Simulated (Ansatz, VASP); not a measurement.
# In in VASP and in Ansatz

INCAR

```
PREC = Accurate
ENCUT = 520
EDIFF = 1E-6
ISMEAR = 0
SIGMA = 0.15
LREAL = F
LASPH = T
NELM = 80
ALGO = Fast
ISIF = 2
LWAVE = F
LCHARG = F
NBANDS = 12
```

The input KPOINTS:

```
Automatic mesh
0
Gamma
  22 22 22
```

POSCAR

```
In
1.0
   -1.6261500000      1.6261500000      2.4739500000
    1.6261500000     -1.6261500000      2.4739500000
    1.6261500000      1.6261500000     -2.4739500000
In
1
Direct
    0.0000000000      0.0000000000      0.0000000000
```

Input for Ansatz:

```yaml
crystal:
  lattice:
    - [-1.62615, 1.62615, 2.47395]
    - [1.62615, -1.62615, 2.47395]
    - [1.62615, 1.62615, -2.47395]
  atoms:
    - { symbol: In, position: [0.0, 0.0, 0.0] }
basis:
  ecutwfc: 420
kpoints:
  mp_grid: { grid: [22, 22, 22] }
hamiltonian:
  xc: lda
scf:
  occupations: { method: gaussian, width: 0.15 }
output:
  forces: true
  stress: true
  eigenvalues: true
```

Alike in both runs: task single point; functional LDA; k mesh 22 × 22 × 22; occupations gaussian, width 0.15 eV; no spin polarisation.

```csv
,VASP,Ansatz
version,VASP 6.6.1,Ansatz 0.2.0
potentials or method,"VASP PAW LDA potentials, release 64 (In_d), cutoff 520 eV","scalar-relativistic, plane waves, PAW"
valence electrons in the cell,13,13
```

VASP gave:

- gap on the k mesh at the Fermi level (eV): none
- pressure (GPa): -2.6
- traceless stress, the component that is largest in VASP (GPa): 0.14

Question: What did Ansatz give for the same quantities?

Answer: gap on the k mesh at the Fermi level (eV): none; pressure (GPa): -2.6; traceless stress, the component that is largest in VASP (GPa): 0.15.

LDA's correlation is that of Perdew and Zunger in VASP and of Perdew and Wang (1992) in Ansatz. A gap of «none» marks a metal or a gap that the smearing closes.
